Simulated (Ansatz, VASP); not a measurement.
Two plane-wave programs on In3B2As

Contents of INCAR:

```
ALGO = Normal ; EDIFF = 1E-7
EDIFFG = -0.01 ; ENCUT = 600
GGA = PE ; IBRION = 2
ISIF = 3 ; ISMEAR = 0
LASPH = T ; LCHARG = F
LREAL = F ; LWAVE = F
NELM = 80 ; NSW = 100
PREC = Accurate ; SIGMA = 0.02
```

File KPOINTS:

```
k-points
0
Gamma
  6 6 6
```

Contents of POSCAR:

```
In3B2As
1.0
    3.7556474798      2.1683240834      4.3428570489
   -3.7556474798      2.1683240834      4.3428570489
    0.0000000000     -4.3366481669      4.3428570489
In B As
3 2 1
Direct
    0.5000000000      0.5000000000      0.0000000000
    0.0000000000      0.5000000000      0.5000000000
    0.5000000000      0.0000000000      0.5000000000
    0.3112975439      0.3112975439      0.3112975439
    0.6887024561      0.6887024561      0.6887024561
    0.5000000000      0.5000000000      0.5000000000
```

Input for Ansatz:

```yaml
crystal:
  lattice:
    - [3.7556474798, 2.1683240834, 4.3428570489]
    - [-3.7556474798, 2.1683240834, 4.3428570489]
    - [0.0, -4.3366481669, 4.3428570489]
  atoms:
    - { symbol: In, position: [0.5, 0.5, 0.0] }
    - { symbol: In, position: [0.0, 0.5, 0.5] }
    - { symbol: In, position: [0.5, 0.0, 0.5] }
    - { symbol: B, position: [0.3112975439, 0.3112975439, 0.3112975439] }
    - { symbol: B, position: [0.6887024561, 0.6887024561, 0.6887024561] }
    - { symbol: As, position: [0.5, 0.5, 0.5] }
basis:
  ecutwfc: 420
kpoints:
  mp_grid: { grid: [6, 6, 6] }
hamiltonian:
  xc: pbe
scf:
  occupations: { method: gaussian, width: 0.02 }
output:
  forces: true
  stress: true
  eigenvalues: true
relax:
  adjacent_minimum: "off"
  f_tol: 0.01
  max_steps: 80
  cell: { stress_tol: 0.05 }
```

Alike in both runs: task relaxation of cell and atoms; functional PBE; k mesh 6 × 6 × 6; occupations gaussian, width 0.02 eV; no spin polarisation.

```csv
,VASP,Ansatz
version,VASP 6.6.1,Ansatz 0.2.0
potentials or method,"VASP PAW PBE potentials, release 64 (In_d, B, As), cutoff 600 eV","scalar-relativistic, plane waves, PAW"
valence electrons in the cell,50,60
```

```csv
,VASP,Ansatz,Ansatz less VASP
"gap on the k mesh at the Fermi level, each at its own relaxed structure (eV)",none,none,-
relaxed volume (Å³/atom),36.83,37.12,+0.289
relaxed cell length with the largest relative difference (Å),6.228,6.248,+0.0204
```

A gap of «none» marks a metal or a gap that the smearing closes. VASP's potentials hold 50 valence electrons a cell and Ansatz's 60, so a difference there can come from the potentials and not from the codes.
